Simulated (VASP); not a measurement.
The system is Ti2Co.

```
CELL_PARAMETERS angstrom
0.00000 3.36500 3.36500
3.36500 0.00000 3.36500
3.36500 3.36500 0.00000
ATOMIC_POSITIONS crystal
Ti 0.12500 0.12500 0.12500
Ti 0.62500 0.12500 0.12500
Ti 0.12500 0.12500 0.62500
Ti 0.12500 0.62500 0.12500
Co 0.50000 0.50000 0.50000
Co 0.75000 0.75000 0.75000
```

| Property | Result |
| --- | --- |
| Program | VASP 6.6.1 |
| Task | relaxation of cell and atoms |
| Functional | PBEsol |
| Potentials or basis | VASP PAW PBE potentials, release 64 (Ti_sv, Co) |
| Cutoff | 600 eV |
| k mesh | 10 × 10 × 10 |
| Occupations | gaussian, width 0.1 eV |
| Spin | no spin polarisation |

At the start: pressure 14.3 GPa; volume 12.70 Å³/atom.

Task: Where does the relaxation end?

Result: Over 5 steps the energy falls by 109.6 meV/atom and the volume is 14.01 Å³/atom (+10.3 %); space group Fd-3m (No. 227, to 0.1 Å) before and after.

Step by step:
| step | energy change (eV) | largest force (eV/Å) | pressure (GPa) | volume (Å³) |
| --- | --- | --- | --- | --- |
| 1 | 0.0000 | 0.0000 | 14.35 | 76.21 |
| 2 | -0.5220 | 0.0000 | -7.09 | 89.45 |
| 3 | -0.6291 | 0.0000 | -3.54 | 86.58 |
| 4 | -0.6572 | 0.0000 | -0.21 | 84.23 |
| 5 | -0.6573 | 0.0000 | -0.01 | 84.06 |

Final structure:
```
CELL_PARAMETERS angstrom
0.00000 3.47692 3.47692
3.47692 0.00000 3.47692
3.47692 3.47692 0.00000
ATOMIC_POSITIONS crystal
Ti 0.12500 0.12500 0.12500
Ti 0.62500 0.12500 0.12500
Ti 0.12500 0.12500 0.62500
Ti 0.12500 0.62500 0.12500
Co 0.50000 0.50000 0.50000
Co 0.75000 0.75000 0.75000
```

Caveat: the PAW data sets were made with another functional, which shifts forces and pressure a little; the run has no spin polarisation, though such a crystal can be magnetic.
